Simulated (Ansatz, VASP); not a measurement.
One calculation of MgHgSe2, two programs

```
Mg Se Hg
1.0
     4.31386    0.00000    0.00000
     0.00000    4.31386    0.00000
     0.00000    0.00000    6.30627
Mg Se Hg
1 2 1
Direct
  0.00000 0.00000 0.00000
  0.00000 0.50000 0.23725
  0.50000 0.00000 0.76275
  0.50000 0.50000 0.50000
```

Change from the starting cell: uniaxial_z strain +5.4%.

Alike in both runs: task single point; functional HSE06; k mesh 4 × 4 × 4; no spin polarisation.

|  | VASP | Ansatz |
| --- | --- | --- |
| version | VASP 6.6.1 | Ansatz 0.2.0 |
| potentials or method | VASP PAW PBE potentials, release 64 (Mg, Se, Hg) | plane waves, PAW |
| plane-wave cutoff (eV) | 520 | 420 |
| occupations | gaussian, width 0.01 eV | fixed |
| valence electrons in the cell | 26 | 62 |

|  | VASP | Ansatz | Ansatz less VASP |
| --- | --- | --- | --- |
| gap on the k mesh at the Fermi level (eV) | 1.29 | 1.30 | +0.003 |
| pressure (GPa) | -2.3 | -2.3 | +0.04 |
| rms of the force components (eV/Å) | 0.009 | 0.025 | +0.0157 |

VASP's potentials hold 26 valence electrons a cell and Ansatz's 62, so a difference there can come from the potentials and not from the codes. Ansatz's warnings: stress exchange threshold loose, stress scf threshold loose.

Spin-orbit coupling is off throughout.
